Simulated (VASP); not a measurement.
Set up this calculation in VASP 6.6.1, as the native input.

```yaml
Task: single point
Functional: PBE
Dispersion: D3(BJ)
Potentials_or_basis: VASP PAW PBE potentials, release 64 (O, H, C)
Cutoff: 520 eV
k_mesh: 1 × 1 × 1
Occupations: fermi-dirac, width 0.05 eV
Spin: no spin polarisation
Dipole_correction: no
Further_INCAR_settings: ALGO = Normal; EDIFF = 1e-06; NBANDS = 60
```

The structure of H20CO9 lies in POSCAR:

```
H20CO9
1.0
    6.7459970000      0.0000000000      0.0000000000
    0.0000000000      6.7459970000      0.0000000000
    0.0000000000      0.0000000000      6.7459970000
O H C
9 20 1
Direct
    0.3039876834      0.9190932045      0.6552478455
    0.8935966025      0.9877561463      0.5100654507
    0.9900241580      0.5780020359      0.6899647302
    0.2414617143      0.5623186610      0.4065522116
    0.0907797617      0.0952564906      0.1851320124
    0.7444266578      0.2615477001      0.8072194518
    0.2143641629      0.4318264595      1.0158765265
    0.4798845893      0.2457753835      0.4776165777
    0.4940707800      1.0785803789      0.0825081897
    0.3335459533      0.8010973026      0.5785653329
    0.1683220434      0.9351175223      0.6137862202
    0.8890012848      0.9941599440      0.3700564942
    0.8531726296      1.1227250768      0.5615923043
    0.9215242758      0.7012454942      0.6655354279
    0.9084053847      0.4640233312      0.7252449119
    0.1351468137      0.5549513289      0.5098875674
    0.3210793008      0.4372963700      0.4332791728
    0.1787133911      0.1008301664      0.2978655342
    0.1086866774      0.2230804431      0.1138156450
    0.6963833515      0.2126742719      0.9391050722
    0.6424254265      0.3131042009      0.7205310053
    0.2011415066      0.5397571330      1.1264309783
    0.1460718112      0.5094428592      0.9159950709
    0.4891641665      0.2058702368      0.3370739714
    0.4238661832      0.1145123545      0.5167805441
    0.6918473281      0.8503709681      0.0649718641
    0.3524460506      1.1014532025      0.0534539224
    0.4983548021      0.8024610743      0.2479989244
    0.4423956904      0.7874299381     -0.0235843568
    0.5324787426      0.8640679799      0.0885265736
```

These files were run (other wordings do the same):

INCAR

```
  ALGO = Normal
  EDIFF = 1E-6
  ENCUT = 520
  GGA = PE
  GGA_COMPAT = False
  ISIF = 2
  ISMEAR = -1
  IVDW = 12
  LASPH = True
  LCHARG = False
  LREAL = False
  LWAVE = False
  NBANDS = 60
  NELM = 120
  PREC = Accurate
  SIGMA = 0.05
```

KPOINTS

```
k-points
0
Gamma
  1 1 1
```

Potentials or basis: VASP PAW PBE potentials, release 64 (O, H, C).

Launch:

```bash
$ cat potpaw_PBE.64/O/POTCAR potpaw_PBE.64/H/POTCAR potpaw_PBE.64/C/POTCAR > POTCAR
$ mpirun -np 1 vasp_gam > vasp.out
```

Results of the run:

The pressure is -0.2 GPa and the largest force is 2.703 eV/Å. The band gap on the k mesh is 4.62 eV. The dispersion energy per atom is -0.034 eV.

Caveat: the k points lie up to 0.93 Å⁻¹ apart.

It took 35 s on 1 thread of Intel(R) Xeon(R) Platinum 8488C (Sapphire Rapids) (shared host), peak memory 0.32 GiB.
